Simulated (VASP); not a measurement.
A run of VASP 6.6.1 is set up as follows.

INCAR

```
  PREC = Accurate
  ENCUT = 520
  EDIFF = 1E-7
  ISMEAR = 0
  SIGMA = 0.02
  LREAL = False
  LASPH = True
  NELM = 100
  ALGO = Normal
  ISIF = 2
  LWAVE = False
  LCHARG = False
  GGA = PE
  NBANDS = 16
```

Contents of KPOINTS:

```
Automatic mesh
0
Gamma
  9 9 6
```

The input POSCAR:

```
AlN
1.0
    3.2861487544     -0.1071469442      0.1324846297
   -1.7358663528      3.0065956316     -0.0000115044
    0.1675025200      0.0966908297      4.2762137087
Al N
2 2
Direct
    0.3256688044      0.6623759776      0.7545251956
    0.6743311956      0.3367071632      0.2454748044
    0.3229702052      0.6619435373      0.2519890822
    0.6770297948      0.3389733220      0.7480109178
```

Potentials or basis: VASP PAW PBE potentials, release 64 (Al, N).

Command:

```sh
$ cat potpaw_PBE.64/Al/POTCAR potpaw_PBE.64/N/POTCAR > POTCAR
$ mpirun -np 1 vasp_std > vasp.out
```

Predict the band gap on the k mesh.

2.59 eV.

Predict the largest force.

2.065 eV/Å.

Stress tensor (GPa, compression positive):
```
  4.75  14.83 -14.94
 14.83 -12.37  -8.62
-14.94  -8.62  -5.49
```

Caveat: the cell differs from its parent crystal (strained and its atoms moved); the cell stands under tension; an odd mesh through Γ misses points on the zone boundary, where band edges can lie; forces of over 1 eV/Å act on the atoms, so gaps and moduli don't describe the material at rest.
